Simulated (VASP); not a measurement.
The system is Li3B4.

```
Li B
1.0
    -2.16465    2.16465    3.27733
     2.16465   -2.16465    3.27733
     2.16465    2.16465   -3.27733
Li B
3 4
Cartesian
  0.0000 0.0000 4.4815
  0.0000 0.0000 2.0732
  0.0000 0.0000 0.0000
  0.0000 2.1646 1.6387
  2.1646 0.0000 1.6387
  0.0000 2.1646 0.0000
  2.1646 0.0000 0.0000
```

- Program: VASP 6.6.1
- Task: relaxation of cell and atoms
- Functional: PBE
- Potentials or basis: VASP PAW PBE potentials, release 64 (Li_sv, B)
- Cutoff: 600 eV
- k mesh: 6 × 6 × 6
- Occupations: gaussian, width 0.1 eV
- Spin: no spin polarisation

At the start: pressure 4.2 GPa; volume 8.78 Å³/atom.

Where does the relaxation end?

Over 9 steps the energy falls by 110.6 meV/atom and the volume is 10.22 Å³/atom (+16.5 %); space group I4/mmm (No. 139, to 0.05 Å).

The path:
```
step  energy change (eV)  largest force (eV/Å)  pressure (GPa)  volume (Å³)
   1              0.0000                0.8602            4.21        61.43
   2             -0.5153                0.5751           10.31        63.32
   3             -0.5150                0.5663           10.54        63.37
   4             -0.7644                0.1948            1.35        70.02
   5             -0.7726                0.1097           -0.42        71.65
   6             -0.7726                0.1189           -0.24        71.48
   7             -0.7739                0.0637            0.05        71.47
   8             -0.7739                0.0509            0.11        71.47
   9             -0.7745                0.0025           -0.14        71.54
```

Final structure:
```yaml
crystal:
  lattice:
    - [-2.37214, 2.37214, 3.17845]
    - [2.37214, -2.37214, 3.17845]
    - [2.37214, 2.37214, -3.17845]
  atoms:
    - { symbol: Li, position: [0.66579, 0.66579, 0.00000] }
    - { symbol: Li, position: [0.33421, 0.33421, 0.00000] }
    - { symbol: Li, position: [0.00000, 0.00000, 0.00000] }
    - { symbol: B, position: [0.75000, 0.25000, 0.50000] }
    - { symbol: B, position: [0.25000, 0.75000, 0.50000] }
    - { symbol: B, position: [0.50000, 0.00000, 0.50000] }
    - { symbol: B, position: [0.00000, 0.50000, 0.50000] }
```

Caveat: the cutoff is under 1.25 times the usual one of these potentials, so pressure, stress and relaxed cells hold a basis-set (Pulay) error; the volume moved by over 15 % at a fixed basis, so the end points are rough.
